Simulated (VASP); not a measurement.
A run of VASP 6.6.1:

The input INCAR:

```
SYSTEM = AlO5
PREC = Accurate
ENCUT = 1340
EDIFF = 1E-6
ISMEAR = 0
SIGMA = 0.2
LREAL = .False.
LASPH = .True.
NELM = 120
ALGO = Normal
ISIF = 2
LWAVE = .False.
LCHARG = .True.
GGA = PE
LELF = .True.
LVHAR = .True.
NBANDS = 26
GGA_COMPAT = .False.
```

Contents of KPOINTS:

```
regular mesh
0
Gamma
  4 4 5
  0 0 0
```

Contents of POSCAR:

```
AlO5
1.0
    5.2182797684      0.0000000000      0.0000000000
    0.0000000000      5.2182797684      0.0000000000
    0.0000000000      0.0000000000      3.3177735684
Al O
1 5
Direct
    0.5000000000      0.5000000000      0.5000000000
    0.1500405911      0.1500405911      0.0000000000
    0.8499594089      0.8499594089      0.0000000000
    0.8499594089      0.1500405911      0.0000000000
    0.1500405911      0.8499594089      0.0000000000
    0.5000000000      0.5000000000      0.0000000000
```

Potentials or basis: VASP PAW PBE potentials, release 64 (Al, O_h).

Run with:

```bash
$ cat potpaw_PBE.64/Al/POTCAR potpaw_PBE.64/O_h/POTCAR > POTCAR
$ mpirun -np 1 vasp_std > vasp.out
```

Hardware: 1 thread of AMD EPYC 7R13 Processor (Zen 3), on a shared host.

**Question.** How long does it take, and how much memory?

**Answer.** Wall time 3.4 min on 1 thread of AMD EPYC 7R13 Processor (Zen 3) (shared host), peak memory 0.43 GiB. Counts: scf iterations 15, k points 18.
